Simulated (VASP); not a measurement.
A run of VASP 6.6.1 is set up as follows.

File INCAR:

```
  PREC = Accurate
  ENCUT = 520
  EDIFF = 1E-7
  ISMEAR = -1
  SIGMA = 0.05
  LREAL = False
  LASPH = True
  NELM = 100
  ALGO = Normal
  ISIF = 2
  LWAVE = False
  LCHARG = False
  NBANDS = 16
```

The input KPOINTS:

```
regular mesh
0
Gamma
  12 12 9
```

POSCAR

```
ZrB2
1.0
    3.1649998255      0.0158249991      0.0158249991
   -1.5687950615      2.7330577523      0.0057923517
    0.0176000000      0.0176000000      3.5200000000
Zr B
1 2
Direct
    0.0000000000      0.0000000000      0.0000000000
    0.3333333333      0.6666666667      0.5000000000
    0.6666666667      0.3333333333      0.5000000000
```

Potentials or basis: VASP PAW LDA potentials, release 64 (Zr_sv, B).

Launch:

```sh
$ cat potpaw_LDA.64/Zr_sv/POTCAR potpaw_LDA.64/B/POTCAR > POTCAR
$ mpirun -np 1 vasp_std > vasp.out
```

Q: Predict the pressure.

A: -6.7 GPa.

Q: Predict the largest force.

A: 0.021 eV/Å.

Q: Estimate the band gap on the k mesh.

A: Zero (bands 9 and 10 overlap by 1.22 eV).

Forces on the atoms (eV/Å):
```
Zr   0.000  0.000  0.000
B    0.021  0.001 -0.002
B   -0.021 -0.001  0.002
```

Caveat: the cell differs from its parent crystal (equal xy, yz and zx shear strains of +1 %); the cell stands under tension.
